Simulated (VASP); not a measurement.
A run of VASP 6.6.1 is set up as follows.

The input POSCAR:

```
Si
1.0
    2.5226526954      0.0000000000      0.0000000000
    0.0000000000      2.5226526954      0.0000000000
    0.0000000000      0.0000000000      2.5226526954
Si
1
Direct
    0.0000000000      0.0000000000      0.0000000000
```

File INCAR.step1:

```
  PREC = Accurate
  ENCUT = 520
  ISMEAR = -1
  SIGMA = 0.1
  LREAL = False
  LASPH = True
  NELM = 80
  NBANDS = 8
  GGA = PE
  ALGO = Normal
  EDIFF = 1E-4
  LWAVE = True
  LCHARG = False
```

Contents of INCAR.step2:

```
  PREC = Accurate
  ENCUT = 520
  EDIFF = 1E-6
  ISMEAR = -1
  SIGMA = 0.1
  LREAL = False
  LASPH = True
  NELM = 80
  ALGO = Normal
  ISIF = 2
  LWAVE = False
  LCHARG = True
  METAGGA = R2SCAN
  LMIXTAU = True
  LELF = True
  LVHAR = True
  NBANDS = 8
  ISTART = 1
```

KPOINTS

```
regular mesh
0
Gamma
  12 12 12
```

Potentials or basis: VASP PAW PBE potentials, release 64 (Si).

Command:

```sh
$ cat potpaw_PBE.64/Si/POTCAR > POTCAR
$ cp INCAR.step1 INCAR
$ mpirun -np 1 vasp_std > vasp.out
$ cp INCAR.step2 INCAR
$ mpirun -np 1 vasp_std > vasp.out
```

**Question.** Predict the pressure.

**Answer.** -0.1 GPa.

**Question.** Estimate the band gap on the k mesh.

**Answer.** Zero (band 2 reaches 16.20 eV, above the bottom of band 3 at 5.24 eV).

Caveat: the PAW data sets were made with another functional, which shifts forces and pressure a little.
